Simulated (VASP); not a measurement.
Wanted: the native input for a VASP 6.6.1 run.

| Item | Value |
| --- | --- |
| Task | single point |
| Functional | PBE |
| Potentials or basis | VASP PAW PBE potentials, release 64 (Tm_3, B, F), 4f in core |
| Cutoff | 600 eV |
| k mesh | 4 × 4 × 6 |
| Occupations | gaussian, width 0.1 eV |
| Spin | no spin polarisation |
| Dipole correction | no |
| Mended | yes |
| Further INCAR settings | ALGO = Normal; EDIFF = 1e-06; NBANDS = 26 |

The structure of Tm3BF lies in POSCAR:

```
Tm3BF
1.0
    5.3685622500      0.0000000000      0.0000000000
    0.0000000000      5.3685622500      0.0000000000
    0.0000000000      0.0000000000      3.2875050000
Tm B F
3 1 1
Direct
    0.0000000000      0.5000000000      0.0000000000
    0.5000000000      0.0000000000      0.0000000000
    0.0000000000      0.0000000000      0.0000000000
    0.5000000000      0.5000000000      0.5000000000
    0.0000000000      0.0000000000      0.5000000000
```

The cell was built from a structure type or drawn by symmetry, and may not be a known phase.

These files were run (other wordings do the same):

INCAR

```
  PREC = Accurate
  ENCUT = 600
  EDIFF = 1E-6
  ISMEAR = 0
  SIGMA = 0.1
  LREAL = False
  LASPH = True
  NELM = 200
  ALGO = Normal
  ISIF = 2
  LWAVE = False
  LCHARG = False
  GGA = PE
  NBANDS = 26
  GGA_COMPAT = False
  LMAXMIX = 6
```

KPOINTS

```
Automatic mesh
0
Gamma
  4 4 6
```

Potentials or basis: VASP PAW PBE potentials, release 64 (Tm_3, B, F), 4f in core.

Run with:

```console
$ cat potpaw_PBE.64/Tm_3/POTCAR potpaw_PBE.64/B/POTCAR potpaw_PBE.64/F/POTCAR > POTCAR
$ mpirun -np 1 vasp_std > vasp.out
```

It gave:

```json
{
 "Pressure": "60.4 GPa",
 "Band gap on the k mesh": "zero (an odd number of electrons rules out a gap without spin polarisation)"
}
```

Caveat: the cell stands under pressure; spin-orbit coupling is left out, which moves the levels of the heavy elements; the 4f electrons are frozen in the core, so they carry no moment and show no levels; an odd number of electrons without spin polarisation forces a metal; a magnetic or distorted state may lie lower; the run has no spin polarisation, though such a crystal can be magnetic.

Run time: 31 s on 1 thread of Intel(R) Xeon(R) 6975P-C (Granite Rapids), on a shared host, peak memory 0.27 GiB.
